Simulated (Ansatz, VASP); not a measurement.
## Hf in VASP and in Ansatz

```xyz
1
Lattice="0.0000 2.2200 2.2200 2.4143 0.0000 2.2200 2.4143 2.2200 0.0000" Properties=species:S:1:pos:R:3 pbc="T T T"
Hf    0.0000    0.0000    0.0000
```

Change from the starting cell: strain +0.0875 x Voigt [1, 0, 0, 0, 0, 0], atoms carried along.

Alike in both runs: task single point; functional r2SCAN; k mesh 18 × 18 × 18; occupations gaussian, width 0.15 eV; no spin polarisation.

|  | VASP | Ansatz |
| --- | --- | --- |
| version | VASP 6.6.1 | Ansatz 0.2.0 |
| potentials or method | VASP PAW PBE potentials, release 64 (Hf_pv), cutoff 520 eV | scalar-relativistic, plane waves, PAW |
| valence electrons in the cell | 10 | 26 |

```tsv
	VASP	Ansatz	Ansatz less VASP
gap on the k mesh at the Fermi level (eV)	none	none	-
pressure (GPa)	-6.1	-5.6	+0.54
traceless stress, the component that is largest in VASP (GPa)	-3.10	-3.08	+0.018
```

VASP's potentials were made for PBE, not for r2SCAN. A gap of «none» marks a metal or a gap that the smearing closes. The functional is the same, so the differences come from potentials, cutoffs and numerics. VASP's potentials hold 10 valence electrons a cell and Ansatz's 26, so a difference there can come from the potentials and not from the codes.

Neither program's run includes spin-orbit coupling.
